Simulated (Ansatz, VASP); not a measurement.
## Be3Zn2Se5 in VASP and in Ansatz

Contents of INCAR:

```
ALGO = Normal
EDIFF = 1E-6
ENCUT = 520
GGA = PE
ISIF = 2
ISMEAR = 0
LASPH = T
LCHARG = F
LREAL = F
LWAVE = F
NBANDS = 41
NELM = 60
PREC = Accurate
SIGMA = 0.1
```

Contents of KPOINTS:

```
k-points
0
Gamma
  4 4 4
```

Contents of POSCAR:

```
Be3Zn2Se5
1.0
    0.0000000000     -3.8009058000      0.0000000000
    3.8009058000      0.0000000000      0.0000000000
   -1.9004529000      1.9004529000     13.6381436000
Be Zn Se
3 2 5
Direct
    0.5000000000      0.5000000000      1.0000000000
    0.7038420000      0.7038420000      0.4076840000
    0.2961580000      0.2961580000      0.5923160000
    0.8979780000      0.8979780000      0.7959560000
    0.1020220000      0.1020220000      0.2040440000
    0.4545600000      0.9545600000      0.9091200000
    0.0454400000      0.5454400000      0.0908800000
    0.6585660000      0.1585660000      0.3171320000
    0.2500000000      0.7500000000      0.5000000000
    0.8414340000      0.3414340000      0.6828680000
```

Input for Ansatz:

```yaml
crystal:
  lattice:
    - [0.0, -3.8009058, 0.0]
    - [3.8009058, 0.0, 0.0]
    - [-1.9004529, 1.9004529, 13.6381436]
  atoms:
    - { symbol: Be, position: [0.5, 0.5, 1.0] }
    - { symbol: Be, position: [0.703842, 0.703842, 0.407684] }
    - { symbol: Be, position: [0.296158, 0.296158, 0.592316] }
    - { symbol: Zn, position: [0.897978, 0.897978, 0.795956] }
    - { symbol: Zn, position: [0.102022, 0.102022, 0.204044] }
    - { symbol: Se, position: [0.45456, 0.95456, 0.90912] }
    - { symbol: Se, position: [0.04544, 0.54544, 0.09088] }
    - { symbol: Se, position: [0.658566, 0.158566, 0.317132] }
    - { symbol: Se, position: [0.25, 0.75, 0.5] }
    - { symbol: Se, position: [0.841434, 0.341434, 0.682868] }
basis:
  ecutwfc: 420
kpoints:
  mp_grid: { grid: [4, 4, 4] }
hamiltonian:
  xc: pbe
scf:
  occupations: { method: gaussian, width: 0.1 }
  lower_state_search: "off"
output:
  forces: true
  stress: true
  eigenvalues: true
```

Alike in both runs: task single point; functional PBE; k mesh 4 × 4 × 4; occupations gaussian, width 0.1 eV; no spin polarisation.

|  | VASP | Ansatz |
| --- | --- | --- |
| version | VASP 6.6.1 | Ansatz 0.2.0 |
| potentials or method | VASP PAW PBE potentials, release 64 (Be, Zn, Se), cutoff 520 eV | scalar-relativistic, plane waves, PAW |
| valence electrons in the cell | 60 | 110 |

Ansatz gave:

- gap on the k mesh at the Fermi level (eV): 2.47
- least direct gap on the mesh (eV): 2.47
- pressure (GPa): 0.1
- traceless stress, the component that is largest in VASP (GPa): -0.31
- rms of the force components (eV/Å): 0.006

**Question.** What did VASP give for the same quantities?

**Answer.** gap on the k mesh at the Fermi level (eV): 2.47; least direct gap on the mesh (eV): 2.47; pressure (GPa): 0.3; traceless stress, the component that is largest in VASP (GPa): -0.31; rms of the force components (eV/Å): 0.010.

Atom by atom the forces differ by 0.005 eV/Å (rms over components). VASP's potentials hold 60 valence electrons a cell and Ansatz's 110, so a difference there can come from the potentials and not from the codes.
